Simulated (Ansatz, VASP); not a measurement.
**InP in VASP and in Ansatz**

Contents of INCAR:

```
SYSTEM = InP
ALGO = Normal ; EDIFF = 1E-6
ENCUT = 520 ; GGA = PE
ISIF = 2 ; ISMEAR = -1
IVDW = 13 ; LASPH = .True.
LCHARG = .False. ; LREAL = .False.
LWAVE = .False. ; NBANDS = 16
NELM = 100 ; PREC = Accurate
SIGMA = 0.05
```

The input KPOINTS:

```
k-points
0
Gamma
  8 8 8
  0 0 0
```

Contents of POSCAR:

```
InP
1.0
    0.0000000000      2.8706770916      2.8706770916
    2.8706770916      0.0000000000      2.8706770916
    2.8706770916      2.8706770916      0.0000000000
In P
1 1
Direct
    0.0000000000      0.0000000000      0.0000000000
    0.7500000000      0.7500000000      0.7500000000
```

Contents of input.yaml:

```yaml
crystal:
  lattice:
    - [0.0, 2.8706770916, 2.8706770916]
    - [2.8706770916, 0.0, 2.8706770916]
    - [2.8706770916, 2.8706770916, 0.0]
  atoms:
    - { symbol: In, position: [0.0, 0.0, 0.0] }
    - { symbol: P, position: [0.75, 0.75, 0.75] }
hamiltonian:
  xc: pbe
  pseudopotentials: { kind: paw }
  dispersion: d4
kpoints:
  mp_grid: { grid: [8, 8, 8] }
scf:
  occupations: { method: fermi_dirac, width: 0.05 }
output:
  forces: true
  stress: true
  eigenvalues: true
  write_density: true
  write_potential: true
  elf: true
  volumetric_format: npy
```

Alike in both runs: task single point; functional PBE; dispersion D4; k mesh 8 × 8 × 8; occupations fermi-dirac, width 0.05 eV; no spin polarisation.

```csv
,VASP,Ansatz
version,VASP 6.6.1,Ansatz 0.2.0
potentials or method,"VASP PAW PBE potentials, release 64 (In_d, P)",Ansatz PAW
plane-wave cutoff (eV),520,420
valence electrons in the cell,18,18
```

```tsv
	VASP	Ansatz	Ansatz less VASP
gap on the k mesh at the Fermi level (eV)	1.05	1.05	+0.003
least direct gap on the mesh (eV)	1.05	1.05	+0.003
pressure (GPa)	6.0	6.1	+0.09
```
